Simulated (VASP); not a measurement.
Wanted: the native input for a VASP 6.6.1 run.

```
Task                               : single point
Functional                         : PBE0
Potentials or basis                : VASP PAW PBE potentials, release 64 (Be, Te)
Cutoff                             : 520 eV
k mesh                             : 6 × 6 × 6
Occupations                        : gaussian, width 0.01 eV
Spin                               : no spin polarisation
Dipole correction                  : no
Grid for exact exchange (PRECFOCK) : Normal
Further INCAR settings             : ALGO = Normal; EDIFF = 1e-06; NBANDS = 11
Share of exact exchange            : 0.25
```

BeTe:

```
CELL_PARAMETERS angstrom
0.00000 2.82862 2.82862
2.82862 0.00000 2.82862
2.82862 2.82862 0.00000
ATOMIC_POSITIONS crystal
Be 0.00000 0.00000 0.00000
Te 0.75000 0.75000 0.75000
```

The input as run:

POSCAR

```
BeTe
1.0
    0.0000000000      2.8286199459      2.8286199459
    2.8286199459      0.0000000000      2.8286199459
    2.8286199459      2.8286199459      0.0000000000
Be Te
1 1
Direct
    0.0000000000      0.0000000000      0.0000000000
    0.7500000000      0.7500000000      0.7500000000
```

INCAR.step1

```
SYSTEM = BeTe
  PREC = Accurate
  ENCUT = 520
  EDIFF = 1E-5
  ISMEAR = 0
  SIGMA = 0.01
  LREAL = .False.
  LASPH = .True.
  NELM = 100
  ALGO = Normal
  ISIF = 2
  LWAVE = .True.
  NBANDS = 11
  GGA = PE
```

INCAR.step2

```
SYSTEM = BeTe
  PREC = Accurate
  ENCUT = 520
  EDIFF = 1E-6
  ISMEAR = 0
  SIGMA = 0.01
  LREAL = .False.
  LASPH = .True.
  NELM = 100
  ALGO = Normal
  ISIF = 2
  LWAVE = .False.
  LCHARG = .True.
  GGA = PE
  LHFCALC = .True.
  AEXX = 0.25
  PRECFOCK = Normal
  LELF = .True.
  LVHAR = .True.
  NBANDS = 11
  ISTART = 1
```

KPOINTS

```
Automatic mesh
0
Gamma
  6 6 6
  0 0 0
```

Potentials or basis: VASP PAW PBE potentials, release 64 (Be, Te).

Command:

```console
$ cat potpaw_PBE.64/Be/POTCAR potpaw_PBE.64/Te/POTCAR > POTCAR
$ cp INCAR.step1 INCAR
$ mpirun -np 1 vasp_std > vasp.out
$ cp INCAR.step2 INCAR
$ mpirun -np 1 vasp_std > vasp.out
```

Results of the run:

```
Pressure               : -1.0 GPa
Band gap on the k mesh : 3.34 eV (least direct gap 5.17 eV)
```

Caveat: the PAW data sets were made with another functional, which shifts forces and pressure a little; spin-orbit coupling is left out, which moves the levels of the heavy elements.

It took 14 min on 1 thread of Intel Xeon 8259CL (shared host), peak memory 0.2 GiB.
